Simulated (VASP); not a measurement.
Runs of VASP 6.6.1 on I. The structure is that of space group Fmmm (No. 69), or close to it. The cells are those of the table. 

| level | cell | k mesh | smearing | grid for exact exchange (PRECFOCK) | share of exact exchange | pressure (GPa) | moment (μB) |
| --- | --- | --- | --- | --- | --- | --- | --- |
| PBEsol | a = 4.659, b = 4.570, c = 3.288 Å, angles 70.6, 67.7, 41.7°, 1 atom | 9 × 9 × 9 | fermi-dirac 0.05 eV | - | - | -2.1 | 0.00 |
| r2SCAN | a = 4.570, b = 4.482, c = 3.225 Å, angles 70.6, 67.7, 41.7°, 1 atom | 8 × 8 × 8 | gaussian 0.025 eV | - | - | 0.4 | 0.00 |
| PBEsol | a = 4.630, b = 4.541, c = 3.268 Å, angles 70.6, 67.7, 41.7°, 1 atom | 9 × 9 × 9 | fermi-dirac 0.05 eV | - | - | (a) | 0.00 |
| PBE0 | a = 4.570, b = 4.482, c = 3.225 Å, angles 70.6, 67.7, 41.7°, 1 atom | 4 × 4 × 4 | fermi-dirac 0.05 eV | Normal | 0.25 | -2.5 | 0.00 |
| r2SCAN | a = 4.570, b = 4.482, c = 3.225 Å, angles 70.6, 67.7, 41.7°, 1 atom | 8 × 8 × 8 | gaussian 0.01 eV | - | - | 0.4 | 0.00 |

Alike in all rows: task single point; potentials or basis VASP PAW PBE potentials, release 64 (I); spin non-collinear, zero start, SOC; cutoff (eV) 520.

Problem. Fill in the values left out.

Solution. (a) -1.7.

Caveats: some runs use coarse meshes; the PAW data sets were made with another functional, which shifts forces and pressure a little.
